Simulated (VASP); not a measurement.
Input of a VASP 6.6.1 run:

Contents of INCAR:

```
SYSTEM = MgF2
ALGO = Normal
EDIFF = 1E-6
ENCUT = 600
GGA = PE
GGA_COMPAT = .False.
ISIF = 2
ISMEAR = 0
LASPH = .True.
LCHARG = .False.
LREAL = .False.
LWAVE = .False.
NBANDS = 25
NELM = 120
PREC = Accurate
SIGMA = 0.02
```

File KPOINTS:

```
k-points
0
Gamma
  6 6 8
  0 0 0
```

File POSCAR:

```
MgF2
1.0
    4.7680447642      0.0000000000      0.0000000000
    0.0000000000      4.7680447642      0.0000000000
    0.0000000000      0.0000000000      3.0661985874
Mg F
2 4
Direct
    0.5000000000      0.5000000000      0.5000000000
    0.0000000000      0.0000000000      0.0000000000
    0.6960669918      0.6960669918      0.0000000000
    0.8039330082      0.1960669918      0.5000000000
    0.3039330082      0.3039330082      0.0000000000
    0.1960669918      0.8039330082      0.5000000000
```

Potentials or basis: VASP PAW PBE potentials, release 64 (Mg, F).

Run with:

```sh
$ cat potpaw_PBE.64/Mg/POTCAR potpaw_PBE.64/F/POTCAR > POTCAR
$ mpirun -np 1 vasp_std > vasp.out
```

(1) What does it give for the band gap on the k mesh?

(2) What does it give for the pressure?

Answers

(1) 6.69 eV, direct.

(2) -2.5 GPa.

Caveat: the cell differs from its parent crystal (biaxial strain in the a-b plane: +1.5 %, then relaxed in part).
